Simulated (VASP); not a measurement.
# MnS (Fm-3m) in VASP: further runs

Runs on MnS. Level: r2SCAN. Tasks: single point.

Program: VASP 6.6.1. These are calculated values, not measurements. Logs are shortened: lines on timing, memory, paths and dates and some standing lists are left out, and cuts for length are marked.

**1. The cell of the first run**

Symmetry: Fm-3m, No. 225, cubic system. The conventional cell has a = 5.085 Å, b = 5.085 Å, c = 5.085 Å, α = 90.00°, β = 90.00°, γ = 90.00°. Within 3.4 Å of Mn (site symmetry m-3m) lie 6 S at 2.54 Å. Within 3.4 Å of S (site symmetry m-3m) lie 6 Mn at 2.54 Å.

**2. Single point, r2SCAN, collinear spin, ferromagnetic start**

Input file POSCAR:

```
MnS
1.0
    0.0000000000      2.5425828058      2.5425828058
    2.5425828058      0.0000000000      2.5425828058
    2.5425828058      2.5425828058      0.0000000000
Mn S
1 1
Direct
    0.0000000000      0.0000000000      0.0000000000
    0.5000000000      0.5000000000      0.5000000000
```

Input file INCAR.step1:

```
  PREC = Accurate
  ENCUT = 520
  ISMEAR = 0
  SIGMA = 0.05
  LREAL = False
  LASPH = True
  NELM = 150
  ISPIN = 2
  MAGMOM = 5 0
  LMAXMIX = 4
  NBANDS = 20
  GGA = PE
  ALGO = Normal
  EDIFF = 1E-4
  LWAVE = True
  LCHARG = False
```

Input file INCAR.step2:

```
  PREC = Accurate
  ENCUT = 520
  EDIFF = 1E-6
  ISMEAR = 0
  SIGMA = 0.05
  LREAL = False
  LASPH = True
  NELM = 150
  ALGO = Normal
  ISIF = 2
  LWAVE = False
  LCHARG = False
  ISPIN = 2
  MAGMOM = 5 0
  LORBIT = 11
  LMAXMIX = 4
  METAGGA = R2SCAN
  LMIXTAU = True
  NBANDS = 20
  ISTART = 1
```

Input file KPOINTS:

```
Automatic mesh
0
Gamma
  12 12 12
```

Potentials or basis: VASP PAW PBE potentials, release 64 (Mn_pv, S).

On the command line:

```bash
$ cat potpaw_PBE.64/Mn_pv/POTCAR potpaw_PBE.64/S/POTCAR > POTCAR
$ cp INCAR.step1 INCAR
$ mpirun -np 1 vasp_std > vasp.out
$ cp INCAR.step2 INCAR
$ mpirun -np 1 vasp_std > vasp.out
```

OUTCAR:

```text
PREC = Accurate
   ENCUT = 520
   EDIFF = 1E-6
   ISMEAR = 0
   LREAL = False
   LASPH = True
   NELM = 150
   ISIF = 2
   ISPIN = 2
   LORBIT = 11
   METAGGA = R2SCAN
   ISTART = 1

 ion  position               nearest neighbor table
   1  0.000  0.000  0.000-   2 2.54   2 2.54   2 2.54   2 2.54   2 2.54   2 2.54
   2  0.500  0.500  0.500-   1 2.54   1 2.54   1 2.54   1 2.54   1 2.54   1 2.54

  LATTYP: Found a face centered cubic cell.
 ALAT       =     5.0851656116

  Lattice vectors:

 A1 = (   0.0000000000,   2.5425828058,   2.5425828058)
 A2 = (   2.5425828058,   0.0000000000,   2.5425828058)
 A3 = (   2.5425828058,   2.5425828058,   0.0000000000)

Analysis of symmetry for initial positions (statically):
=====================================================================
 Subroutine PRICEL returns:
 Original cell was already a primitive cell.

 Routine SETGRP: Setting up the symmetry group for a
 face centered cubic supercell.

 Subroutine GETGRP returns: Found 48 space group operations
 (whereof 48 operations were pure point group operations)
 out of a pool of 48 trial point group operations.

The static configuration has the point symmetry O_h .

Analysis of symmetry for dynamics (positions and initial velocities):
=====================================================================
 Subroutine PRICEL returns:
 Original cell was already a primitive cell.

 Routine SETGRP: Setting up the symmetry group for a
 face centered cubic supercell.

 Subroutine GETGRP returns: Found 48 space group operations
 (whereof 48 operations were pure point group operations)
 out of a pool of 48 trial point group operations.

The dynamic configuration has the point symmetry O_h .

Analysis of structural, dynamic, and magnetic symmetry:
=====================================================================
 Subroutine PRICEL returns:
 Original cell was already a primitive cell.

 Routine SETGRP: Setting up the symmetry group for a
 face centered cubic supercell.

 Subroutine GETGRP returns: Found 48 space group operations
 (whereof 48 operations were pure point group operations)
 out of a pool of 48 trial point group operations.

The overall configuration has the point symmetry O_h .

 Subroutine INISYM returns: Found 48 space group operations
 (whereof 48 operations are pure point group operations),
 and found     1 'primitive' translations

----------------------------------------------------------------------------------------
[... 115 lines left out ...]
  Fermi-wavevector in a.u.,A,eV,Ry     =   1.363665  2.576953 25.301141  1.859581
  Thomas-Fermi vector in A             =   2.490048
   LORBIT       =     11    0 simple, 1 ext, 2 COOP (PROOUT), +10 PAW based schemes
   METAGGA = R2SCAN    functional components
   LHFCALC =     F    Hartree Fock is set to
   AEXX    =    0.0000 exact exchange contribution
   IVDW    =     0    specifies the selected vdW correction
   LEPSILON=     F    determine dielectric tensor
   LRPA    =     F    only Hartree local field effects (RPA)
 spin polarized calculation
 Gauss-broadening in eV      SIGMA  =   0.05
  energy-cutoff  :      520.00
  volume of cell :       32.87
 maximum number of plane-waves:       903
   NGX = 13   NGY = 13   NGZ = 13

 number of electron      19.0000012 magnetization       4.8785038

 Free energy of the ion-electron system (eV)
  ---------------------------------------------------
  ext. energy  EPLUGINS =         0.00000000
  ---------------------------------------------------
  free energy    TOTEN  =       -24.82548843 eV

  energy without entropy =      -24.82486007  energy(sigma->0) =      -24.82517425

 E-fermi :   7.5907     XC(G=0): -11.6118

 val. band max:        7.5488235513   @ k =  -0.2500   0.2500   0.0000
 cond. band min:       7.5970968157   @ k =   0.2500   0.2500   0.0000
 fundamental gap:      0.0482732644
 Fermi energy:         7.5906594872

 spin component 1

 k-point     1 :       0.0000    0.0000    0.0000
  band No.  band energies     occupation
      1     -45.6969      1.00000
      2     -45.6969      1.00000
      3     -45.6968      1.00000
      4      -8.3082      1.00000
      5       3.3954      1.00000
      6       3.3954      1.00000
[... 541 lines left out ...]
     19      22.4842      0.00000
     20      24.0962      0.00000

 [... further k-points ...]

 spin component 2

 k-point     1 :       0.0000    0.0000    0.0000
  band No.  band energies     occupation
      1     -39.5705      1.00000
      2     -39.5705      1.00000
      3     -39.5702      1.00000
      4      -7.9399      1.00000
      5       5.6740      1.00000
      6       5.6740      1.00000
[... 541 lines left out ...]
     19      23.8852      0.00000
     20      25.0287      0.00000

 [... further k-points ...]

------------------------ aborting loop because EDIFF is reached ----------------------------------------

  FORCE on cell =-STRESS in cart. coord.  units (eV):
  Direction    XX          YY          ZZ          XY          YZ          ZX
  --------------------------------------------------------------------------------------
  -------------------------------------------------------------------------------------
  Total        1.2830759      1.2830759      1.2830759      0.0000000      0.0000000      0.0000000
  in kB       62.5327628     62.5327628     62.5327628      0.0000000      0.0000000      0.0000000
  external PRESSURE =      62.5327628 kB  Pullay stress =       0.0000000 kB

 VOLUME and BASIS-vectors are now :
 -----------------------------------------------------------------------------
  energy-cutoff  :      520.00
  volume of cell :       32.87
      direct lattice vectors                 reciprocal lattice vectors
     0.000000000  2.542582806  2.542582806    -0.196650429  0.196650429  0.196650429
     2.542582806  0.000000000  2.542582806     0.196650429 -0.196650429  0.196650429
     2.542582806  2.542582806  0.000000000     0.196650429  0.196650429 -0.196650429

 POSITION                                       TOTAL-FORCE (eV/Angst)
 -----------------------------------------------------------------------------------
      0.00000      0.00000      0.00000        -0.000000      0.000000     -0.000000
      2.54258      2.54258      2.54258         0.000000     -0.000000      0.000000
 -----------------------------------------------------------------------------------
    total drift:                               -0.000000      0.000000      0.000000

  FREE ENERGIE OF THE ION-ELECTRON SYSTEM (eV)
  ---------------------------------------------------
  free  energy   TOTEN  =       -24.8254884280 eV

  energy  without entropy=      -24.8248600668  energy(sigma->0) =      -24.82517425

 total charge

# of ion       s       p       d       tot
------------------------------------------
    1        0.236   6.187   4.929  11.351
    2        1.312   2.499   0.000   3.811
--------------------------------------------------
tot          1.548   8.685   4.929  15.162

 magnetization (x)

# of ion       s       p       d       tot
------------------------------------------
    1        0.051   0.042   4.320   4.414
    2        0.032   0.105   0.000   0.137
--------------------------------------------------
tot          0.083   0.147   4.320   4.551
```

Wall time 5.3 min (1 thread of Intel Xeon Platinum 8259CL at 2.50GHz (Skylake/Cascade Lake), shared host); peak memory 0.23 GiB.

Results:

| Quantity | Value |
| --- | --- |
| Free energy | -24.8255 eV |
| Pressure | 6.3 GPa |
| Net moment | 4.88 μB per cell |
| Site moments | Mn +4.41; S +0.14 μB |
| Valence electrons inside the program's atomic spheres | Mn 11.35; S 3.81 |

Caveat: the cell stands under pressure; the PAW data sets were made with another functional, which shifts forces and pressure a little; a cell with one magnetic atom can't hold antiferromagnetic order, which such compounds often take; semilocal functionals often make such compounds metallic where correlation or magnetic order opens a gap, which also shifts bond lengths.

**3. Single point, r2SCAN, collinear spin, ferromagnetic start (17.13 Å³/atom)**

This run uses another cell than the first one, of 17.13 Å³/atom.

Input file POSCAR:

```
MnS
1.0
    0.0000000000      2.5775913615      2.5775913615
    2.5775913615      0.0000000000      2.5775913615
    2.5775913615      2.5775913615      0.0000000000
Mn S
1 1
Direct
    0.0000000000      0.0000000000      0.0000000000
    0.5000000000      0.5000000000      0.5000000000
```

Input file INCAR.step1:

```
SYSTEM = MnS
  ALGO = Normal
  EDIFF = 1E-4
  ENCUT = 520
  GGA = PE
  ISMEAR = 0
  ISPIN = 2
  LASPH = .TRUE.
  LCHARG = .FALSE.
  LMAXMIX = 4
  LREAL = .FALSE.
  LWAVE = .TRUE.
  MAGMOM = 4.77 0
  NBANDS = 20
  NELM = 150
  PREC = Accurate
  SIGMA = 0.05
```

Input file INCAR.step2:

```
SYSTEM = MnS
  ALGO = Normal
  EDIFF = 1E-6
  ENCUT = 520
  ISIF = 2
  ISMEAR = 0
  ISPIN = 2
  ISTART = 1
  LASPH = .TRUE.
  LCHARG = .FALSE.
  LMAXMIX = 4
  LMIXTAU = .TRUE.
  LORBIT = 11
  LREAL = .FALSE.
  LWAVE = .FALSE.
  MAGMOM = 4.77 0
  METAGGA = R2SCAN
  NBANDS = 20
  NELM = 150
  PREC = Accurate
  SIGMA = 0.05
```

Input file KPOINTS:

```
k-points
0
G
  12 12 12
  0 0 0
```

Potentials or basis: VASP PAW PBE potentials, release 64 (Mn_pv, S).

On the command line:

```bash
$ cat potpaw_PBE.64/Mn_pv/POTCAR potpaw_PBE.64/S/POTCAR > POTCAR
$ cp INCAR.step1 INCAR
$ mpirun -np 1 vasp_std > vasp.out
$ cp INCAR.step2 INCAR
$ mpirun -np 1 vasp_std > vasp.out
```

Wall time 5.6 min (1 thread of Intel Xeon Platinum 8259CL at 2.50GHz (Skylake/Cascade Lake), shared host); peak memory 0.23 GiB.

It converged, with:

- Free energy: -24.8637 eV
- Pressure: 3.0 GPa
- Net moment: 4.95 μB per cell
- Site moments: Mn +4.47; S +0.14 μB
- Valence electrons inside the program's atomic spheres: Mn 11.31; S 3.80

Levels at points of the mesh, in eV from the Fermi level:
Spin up:
| k point | band 8 | band 9 | band 10 | band 11 | band 12 | band 13 | band 14 | band 15 | band 16 | band 17 |
| --- | --- | --- | --- | --- | --- | --- | --- | --- | --- | --- |
| (0.00, 0.00, 0.00) | -4.03 | -4.03 | -2.14 | -2.14 | -2.14 | 2.30 | 8.83 | 8.83 | 8.83 | 11.10 |
| (0.50, 0.00, 0.00) | -3.60 | -3.60 | -3.14 | 0.09 | 0.09 | 3.10 | 5.62 | 5.62 | 9.28 | 12.91 |
| (0.50, 0.50, 0.00) | -3.85 | -3.78 | -3.47 | -3.47 | -2.91 | 1.00 | 5.53 | 11.06 | 12.87 | 12.87 |
Spin down:
```tsv
k point	band 4	band 5	band 6	band 7	band 8	band 9	band 10	band 11
(0.00, 0.00, 0.00)	-15.15	-1.79	-1.79	-1.79	0.98	0.98	0.98	1.00
(0.50, 0.00, 0.00)	-13.72	-6.81	-3.53	-3.53	2.19	2.19	2.38	3.85
(0.50, 0.50, 0.00)	-13.54	-6.02	-3.46	-3.46	-0.37	1.52	2.39	2.48
```

Caveat: the PAW data sets were made with another functional, which shifts forces and pressure a little; a cell with one magnetic atom can't hold antiferromagnetic order, which such compounds often take; semilocal functionals often make such compounds metallic where correlation or magnetic order opens a gap, which also shifts bond lengths.

[end of part 1 of 2]
